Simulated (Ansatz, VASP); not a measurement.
## MgGeSb2: VASP beside Ansatz

INCAR

```
PREC = Accurate ; ENCUT = 520
EDIFF = 1E-7 ; ISMEAR = -1
SIGMA = 0.02 ; LREAL = F
LASPH = T ; NELM = 100
ALGO = Normal ; ISIF = 2
LWAVE = F ; LCHARG = F
GGA = PE ; NBANDS = 36
```

KPOINTS

```
Automatic mesh
0
Gamma
  6 6 2
```

File POSCAR:

```
MgGeSb2
1.0
    4.4328768126      0.0000000000      0.0000000000
    0.0000000000      4.4328768126      0.0000000000
    0.0000000000      0.0000000000     13.0054483414
Mg Sb Ge
2 4 2
Direct
    0.5000000000      0.0000000000      0.8713098534
    0.0000000000      0.5000000000      0.1286901466
    0.5000000000      0.5000000000      0.0000000000
    0.0000000000      0.0000000000      0.2637512166
    0.5000000000      0.5000000000      0.5000000000
    0.0000000000      0.0000000000      0.7362487834
    0.5000000000      0.0000000000      0.3801310925
    0.0000000000      0.5000000000      0.6198689075
```

Input for Ansatz:

```yaml
crystal:
  lattice:
    - [4.4328768126, 0.0, 0.0]
    - [0.0, 4.4328768126, 0.0]
    - [0.0, 0.0, 13.0054483414]
  atoms:
    - { symbol: Mg, position: [0.5, 0.0, 0.8713098534] }
    - { symbol: Sb, position: [0.5, 0.5, 0.0] }
    - { symbol: Mg, position: [0.0, 0.5, 0.1286901466] }
    - { symbol: Sb, position: [0.0, 0.0, 0.2637512166] }
    - { symbol: Ge, position: [0.5, 0.0, 0.3801310925] }
    - { symbol: Sb, position: [0.5, 0.5, 0.5] }
    - { symbol: Ge, position: [0.0, 0.5, 0.6198689075] }
    - { symbol: Sb, position: [0.0, 0.0, 0.7362487834] }
kpoints:
  mp_grid: { grid: [6, 6, 2] }
  band_path:
    path:
      - [0.0, 0.0, 0.0]
      - [0.0, 0.5, 0.0]
      - [0.5, 0.5, 0.0]
      - [0.0, 0.0, 0.5]
      - [0.0, 0.5, 0.5]
      - [0.5, 0.5, 0.5]
      - [0.0, 0.2, 0.0]
    npoints: 1
hamiltonian:
  xc: pbe
scf:
  occupations: { method: fermi_dirac, width: 0.02 }
  n_extra_bands: 6
output:
  forces: true
  stress: true
  eigenvalues: true
```

Alike in both runs: task single point; functional PBE; k mesh 6 × 6 × 2; occupations fermi-dirac, width 0.02 eV; no spin polarisation.

|  | VASP | Ansatz |
| --- | --- | --- |
| version | VASP 6.6.1 | Ansatz 0.2.0 |
| potentials or method | VASP PAW PBE potentials, release 64 (Mg, Sb, Ge_d) | plane waves, PAW |
| plane-wave cutoff (eV) | 520 | 420 |
| valence electrons in the cell | 52 | 108 |

VASP gave:

| Property | Result |
| --- | --- |
| pressure (GPa) | 1.3 |
| rms of the force components (eV/Å) | 0.045 |

**Question.** What did Ansatz give for the same quantities?

**Answer.** Pressure (GPa): 1.2; rms of the force components (eV/Å): 0.040.

VASP's potentials hold 52 valence electrons a cell and Ansatz's 108, so a difference there can come from the potentials and not from the codes.

Spin-orbit coupling is off throughout.
